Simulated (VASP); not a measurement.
ZnO:

```
CELL_PARAMETERS angstrom
0.00000 2.13377 2.13377
2.13377 0.00000 2.13377
2.13377 2.13377 0.00000
ATOMIC_POSITIONS crystal
Zn 0.00000 0.00000 0.00000
O 0.50000 0.50000 0.50000
```

Base run:

| Quantity | Value |
| --- | --- |
| Program | VASP 6.6.1 |
| Functional | PBE |
| Potentials or basis | VASP PAW PBE potentials, release 64 (Zn, O) |
| Cutoff | 520 eV |
| k mesh | 10 × 10 × 10 |
| Occupations | fermi-dirac, width 0.02 eV |
| Spin | no spin polarisation |

Its results: band gap on the k mesh 0.92 eV, indirect (least direct gap 2.32 eV); pressure 9.1 GPa.

The run is repeated on the same cell with these changes: functional from PBE to r2SCAN; occupations from fermi-dirac, width 0.02 eV to gaussian, width 0.01 eV. What comes out?

Band gap on the k mesh 1.55 eV, indirect (least direct gap 2.98 eV); pressure 1.5 GPa.

Caveats: the PAW data sets were made with another functional, which shifts forces and pressure a little (some runs).

A k mesh can miss the band edges.
